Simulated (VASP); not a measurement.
# C (Cmcm) in VASP: single point with r2SCAN

Aim: the single point of C with r2SCAN.

All numbers are computed with VASP 6.6.1; they aren't measurements. Logs are shortened: lines on timing, memory, paths and dates and some standing lists are left out, and cuts for length are marked.

## Step 1: The cell of the first run

It takes space group Cmcm (No. 63, orthorhombic). The conventional cell has a = 2.456 Å, b = 4.254 Å, c = 7.124 Å, α = 90.00°, β = 90.00°, γ = 90.00°. Within 1.9 Å of C (site symmetry m2m) lie 3 C at 1.42 Å. C (site symmetry m2m) has 3 C at 1.42 Å within 1.9 Å.

## Step 2: Single point, r2SCAN (mode 1 (-20.9 1/cm) frozen in, largest displacement +0.050 Å)

Input file POSCAR:

```
C
1.0
    1.2279212041      2.1267565396      0.0000000000
    1.2279212041     -2.1267565396      0.0000000000
    0.0000000000      0.0000000000     -7.1235273225
C
4
Direct
    0.1784589168      0.8215410832      0.0000000000
    0.6549489386      0.3450510614      0.5000000000
    0.8450510614      0.1549489386      0.0000000000
    0.3215410832      0.6784589168      0.5000000000
```

Input file INCAR.step1:

```
SYSTEM = C
  PREC = Accurate
  ENCUT = 520
  ISMEAR = 0
  SIGMA = 0.05
  LREAL = .False.
  LASPH = .True.
  NELM = 60
  NBANDS = 16
  GGA = PE
  ALGO = Normal
  EDIFF = 1E-4
  LWAVE = .True.
  LCHARG = .False.
```

Input file INCAR.step2:

```
SYSTEM = C
  PREC = Accurate
  ENCUT = 520
  EDIFF = 1E-6
  ISMEAR = 0
  SIGMA = 0.05
  LREAL = .False.
  LASPH = .True.
  NELM = 60
  ALGO = Normal
  ISIF = 2
  LWAVE = .False.
  LCHARG = .False.
  METAGGA = R2SCAN
  LMIXTAU = .True.
  NBANDS = 16
  ISTART = 1
```

Input file KPOINTS:

```
Automatic mesh
0
Gamma
  12 12 4
  0 0 0
```

Potentials or basis: VASP PAW PBE potentials, release 64 (C).

Started as:

```bash
> cat potpaw_PBE.64/C/POTCAR > POTCAR
> cp INCAR.step1 INCAR
> mpirun -np 1 vasp_std > vasp.out
> cp INCAR.step2 INCAR
> mpirun -np 1 vasp_std > vasp.out
```

OUTCAR:

```text
SYSTEM = C
   PREC = Accurate
   ENCUT = 520
   EDIFF = 1E-6
   ISMEAR = 0
   LREAL = .False.
   LASPH = .True.
   NELM = 60
   ISIF = 2
   METAGGA = R2SCAN
   ISTART = 1

 ion  position               nearest neighbor table
   1  0.178  0.822  0.000-   3 1.42   3 1.42   3 1.42
   2  0.655  0.345  0.500-   4 1.42   4 1.42   4 1.42
   3  0.845  0.155  0.000-   1 1.42   1 1.42   1 1.42
   4  0.322  0.678  0.500-   2 1.42   2 1.42   2 1.42

  LATTYP: Found a base centered orthorhombic cell.
 ALAT       =     2.4558424082
 B/A-ratio  =     1.7319975683
 C/A-ratio  =     2.9006451305

  Lattice vectors:

 A1 = (   1.2279212041,   2.1267565396,   0.0000000000)
 A2 = (   1.2279212041,  -2.1267565396,   0.0000000000)
 A3 = (   0.0000000000,   0.0000000000,  -7.1235273225)

Analysis of symmetry for initial positions (statically):
=====================================================================
 Subroutine PRICEL returns:
 Original cell was already a primitive cell.

 Routine SETGRP: Setting up the symmetry group for a
 base centered orthorhombic supercell.

 Subroutine GETGRP returns: Found  8 space group operations
 (whereof  4 operations were pure point group operations)
 out of a pool of  8 trial point group operations.

The static configuration has the point symmetry C_2v.
 The point group associated with its full space group is D_2h.

Analysis of symmetry for dynamics (positions and initial velocities):
=====================================================================
 Subroutine PRICEL returns:
 Original cell was already a primitive cell.

 Routine SETGRP: Setting up the symmetry group for a
 base centered orthorhombic supercell.

 Subroutine GETGRP returns: Found  8 space group operations
 (whereof  4 operations were pure point group operations)
 out of a pool of  8 trial point group operations.

The dynamic configuration has the point symmetry C_2v.
 The point group associated with its full space group is D_2h.

 Subroutine INISYM returns: Found  8 space group operations
 (whereof  4 operations are pure point group operations),
 and found     1 'primitive' translations

----------------------------------------------------------------------------------------

                                     Primitive cell

  volume of cell :      37.2060

  direct lattice vectors                    reciprocal lattice vectors
     1.227921204  2.126756540  0.000000000     0.407192252  0.235099783  0.000000000
     1.227921204 -2.126756540  0.000000000     0.407192252 -0.235099783  0.000000000
     0.000000000  0.000000000 -7.123527323     0.000000000  0.000000000 -0.140379893

  length of vectors
     2.455785793  2.455785793  7.123527323     0.470188726  0.470188726  0.140379893

  position of ions in fractional coordinates (direct lattice)
     0.178458917  0.821541083  0.000000000
     0.654948939  0.345051061  0.500000000
     0.845051061  0.154948939  0.000000000
     0.321541083  0.678458917  0.500000000

  ion indices of the primitive-cell ions
   primitive index   ion index
                 1           1
                 2           2
                 3           3
                 4           4

----------------------------------------------------------------------------------------

 KPOINTS: Automatic mesh

Automatic generation of k-mesh.
 Grid dimensions read from file:
 generate k-points for:   12   12    4

 Generating k-lattice:

  Cartesian coordinates                     Fractional coordinates (reciprocal lattice)
     0.033932688  0.019591649  0.000000000     0.083333333  0.000000000  0.000000000
     0.033932688 -0.019591649  0.000000000     0.000000000  0.083333333  0.000000000
     0.000000000  0.000000000 -0.035094973     0.000000000  0.000000000  0.250000000

  Length of vectors
     0.039182394  0.039182394  0.035094973

  Shift w.r.t. Gamma in fractional coordinates (k-lattice)
     0.000000000  0.000000000  0.000000000

 Subroutine IBZKPT returns following result:
 ===========================================

 Found    129 irreducible k-points:

 Following reciprocal coordinates:
            Coordinates               Weight
  0.000000  0.000000  0.000000      1.000000
  0.083333  0.000000  0.000000      4.000000
  0.166667  0.000000  0.000000      4.000000
  0.250000  0.000000  0.000000      4.000000
  0.333333  0.000000  0.000000      4.000000
  0.416667  0.000000  0.000000      4.000000
[... 16 lines left out ...]
  0.500000  0.166667  0.000000      4.000000
 -0.416667  0.166667  0.000000      4.000000
 [... further k-points ...]
   k-points           NKPTS =    129   k-points in BZ     NKDIM =    129   number of bands    NBANDS=     16
   number of dos      NEDOS =    301   number of ions     NIONS =      4
   total plane-waves  NPLWV =  17496
   dimension x,y,z NGX =    18 NGY =   18 NGZ =   54
   dimension x,y,z NGXF=    36 NGYF=   36 NGZF=  108
   ions per type =               4
   NGX,Y,Z   is equivalent  to a cutoff of  12.19, 12.19, 12.60 a.u.
   NGXF,Y,Z  is equivalent  to a cutoff of  24.37, 24.37, 25.20 a.u.
 SYSTEM =  C
   PREC   = accura    normal or accurate (medium, high low for compatibility)
   ISTART =      1    job   : 0-new  1-cont  2-samecut
   ICHARG =      0    charge: 1-file 2-atom 10-const
   ISPIN  =      1    spin polarized calculation?
   LNONCOLLINEAR =      F non collinear calculations
   LSORBIT =      F    spin-orbit coupling
   LASPH  =      T    aspherical Exc in radial PAW
   ENCUT  =  520.0 eV  38.22 Ry    6.18 a.u.   4.57  4.57 13.25*2*pi/ulx,y,z
   NELM   =     60;   NELMIN=  2; NELMDL=  0     # of ELM steps
   EDIFF  = 0.1E-05   stopping-criterion for ELM
   LREAL  =      F    real-space projection
   EDIFFG = 0.1E-04   stopping-criterion for IOM
   NSW    =      0    number of steps for IOM
   IBRION =     -1    ionic relax: 0-MD 1-quasi-New 2-CG
   NFREE  =      0    steps in history (QN), initial steepest desc. (CG)
   ISIF   =      2    stress and relaxation
   ISYM   =      2    0-nonsym 1-usesym 2-fastsym
   POTIM  = 0.5000    time-step for ionic-motion
   TEBEG  =    0.0;   TEEND  =   0.0 temperature during run
   PSTRESS=    0.0 pullay stress
   NELECT =      16.0000    total number of electrons
   NUPDOWN=      -1.0000    fix difference up-down
   EMIN   =  10.00;   EMAX   =-10.00  energy-range for DOS
   EFERMI =   0.00;   METHOD = LEGACY
   ISMEAR =     0;   SIGMA  =   0.05  broadening in eV -4-tet -1-fermi 0-gaus
   EFERMI_NEDOS =   21; number of points for ismear=-14 and -15
   IALGO  =     38    algorithm
   IMIX   =      4    mixing-type and parameters
     AMIX     =   0.40;   BMIX     =  1.00
     AMIX_MAG =   1.60;   BMIX_MAG =  1.00
  volume/ion in A,a.u.               =       9.30        62.77
  Fermi-wavevector in a.u.,A,eV,Ry     =   1.235692  2.335120 20.775221  1.526936
  Thomas-Fermi vector in A             =   2.370331
   LORBIT       =      0    0 simple, 1 ext, 2 COOP (PROOUT), +10 PAW based schemes
   METAGGA = R2SCAN    functional components
   LHFCALC =     F    Hartree Fock is set to
   AEXX    =    0.0000 exact exchange contribution
   IVDW    =     0    specifies the selected vdW correction
   LEPSILON=     F    determine dielectric tensor
   LRPA    =     F    only Hartree local field effects (RPA)
 non-spin polarized calculation
 Gauss-broadening in eV      SIGMA  =   0.05
  energy-cutoff  :      520.00
  volume of cell :       37.21
 maximum number of plane-waves:      1024
   NGX =  9   NGY =  9   NGZ = 27

 number of electron      16.0000002 magnetization

 Free energy of the ion-electron system (eV)
  ---------------------------------------------------
  ext. energy  EPLUGINS =         0.00000000
  ---------------------------------------------------
  free energy    TOTEN  =       -39.74236107 eV

  energy without entropy =      -39.74196721  energy(sigma->0) =      -39.74216414

 E-fermi :   4.1810     XC(G=0): -10.7159

 val. band max:        4.1796234277   @ k =   0.3333   0.3333   0.5000
 cond. band min:       4.1824723193   @ k =   0.3333   0.3333   0.5000
 fundamental gap:      0.0028488916
 Fermi energy:         4.1810205193

 k-point     1 :       0.0000    0.0000    0.0000
  band No.  band energies     occupation
      1     -16.7564      2.00000
      2     -16.5731      2.00000
      3      -4.6422      2.00000
      4      -3.1682      2.00000
      5       0.9531      2.00000
      6       0.9696      2.00000
[... 8 lines left out ...]
     15      16.6568      0.00000
     16      16.7547      0.00000

 k-point     2 :       0.0833    0.0000    0.0000
  band No.  band energies     occupation
      1     -16.5809      2.00000
      2     -16.3996      2.00000
      3      -4.4301      2.00000
      4      -2.9655      2.00000
      5       0.2499      2.00000
      6       0.2714      2.00000
[... 8 lines left out ...]
     15      15.9891      0.00000
     16      16.1485      0.00000

 k-point     3 :       0.1667    0.0000    0.0000
  band No.  band energies     occupation
      1     -16.0565      2.00000
      2     -15.8808      2.00000
      3      -3.7981      2.00000
      4      -2.3639      2.00000
      5      -1.5243      2.00000
      6      -1.4851      2.00000
[... 8 lines left out ...]
     15      15.6330      0.00000
     16      15.6349      0.00000

 k-point     4 :       0.2500    0.0000    0.0000
  band No.  band energies     occupation
      1     -15.1896      2.00000
      2     -15.0231      2.00000
      3      -3.7855      2.00000
      4      -3.7255      2.00000
      5      -2.7626      2.00000
      6      -1.3876      2.00000
[... 8 lines left out ...]
     15      18.3697      0.00000
     16      18.3709      0.00000
[... 324 lines left out ...]
 k-point    22 :       0.4167    0.1667    0.0000
  band No.  band energies     occupation
      1     -10.6886      2.00000
      2     -10.6790      2.00000
      3      -9.4985      2.00000
      4      -9.4904      2.00000
      5      -4.6040      2.00000
      6      -4.5505      2.00000
[... 8 lines left out ...]
     15      16.5865      0.00000
     16      17.6204      0.00000

 k-point    23 :       0.5000    0.1667    0.0000
  band No.  band energies     occupation
      1     -12.0229      2.00000
      2     -11.8931      2.00000
      3      -8.0482      2.00000
      4      -7.9645      2.00000
      5      -4.4038      2.00000
      6      -4.3550      2.00000
[... 8 lines left out ...]
     15      17.9160      0.00000
     16      18.4915      0.00000

 k-point    24 :      -0.4167    0.1667    0.0000
  band No.  band energies     occupation
      1     -13.4908      2.00000
      2     -13.3420      2.00000
      3      -6.0035      2.00000
      4      -5.9497      2.00000
      5      -3.7799      2.00000
      6      -3.7462      2.00000
[... 8 lines left out ...]
     15      17.5887      0.00000
     16      18.2734      0.00000

 [... further k-points ...]
[... 5 lines left out ...]
  --------------------------------------------------------------------------------------
  -------------------------------------------------------------------------------------
  Total        0.2992088      0.2174814     -0.0626067      0.0000000      0.0000000      0.0000000
  in kB       12.8846170      9.3652513     -2.6959903      0.0000000      0.0000000      0.0000000
  external PRESSURE =       6.5179593 kB  Pullay stress =       0.0000000 kB

 VOLUME and BASIS-vectors are now :
 -----------------------------------------------------------------------------
  energy-cutoff  :      520.00
  volume of cell :       37.21
      direct lattice vectors                 reciprocal lattice vectors
     1.227921204  2.126756540  0.000000000     0.407192252  0.235099783  0.000000000
     1.227921204 -2.126756540  0.000000000     0.407192252 -0.235099783  0.000000000
     0.000000000  0.000000000 -7.123527323     0.000000000  0.000000000 -0.140379893

 POSITION                                       TOTAL-FORCE (eV/Angst)
 -----------------------------------------------------------------------------------
      1.22792     -1.36768      0.00000         0.000000     -0.013525      0.000000
      1.22792      0.65908     -3.56176         0.000000     -0.015233      0.000000
      1.22792      1.46768      0.00000         0.000000      0.015233      0.000000
      1.22792     -0.75908     -3.56176         0.000000      0.013525      0.000000
 -----------------------------------------------------------------------------------
    total drift:                                0.000000     -0.000000     -0.000000

  FREE ENERGIE OF THE ION-ELECTRON SYSTEM (eV)
  ---------------------------------------------------
  free  energy   TOTEN  =       -39.7423610748 eV

  energy  without entropy=      -39.7419672068  energy(sigma->0) =      -39.74216414
```

Run time: 3 min. Hardware: 1 thread of Intel Xeon Platinum 8488C (Sapphire Rapids), shared host; peak memory 0.18 GiB.

Results:

```
Free energy   : -39.7424 eV
Pressure      : 0.7 GPa
Largest force : 0.015 eV/Å
```

Forces on the atoms (eV/Å):
```
C    0.000 -0.014  0.000
C    0.000 -0.015  0.000
C    0.000  0.015  0.000
C    0.000  0.014  0.000
```

Caveat: the cell differs from its parent crystal (mode 1 (-20.9 1/cm) frozen in, largest displacement +0.050 Å); the PAW data sets were made with another functional, which shifts forces and pressure a little.
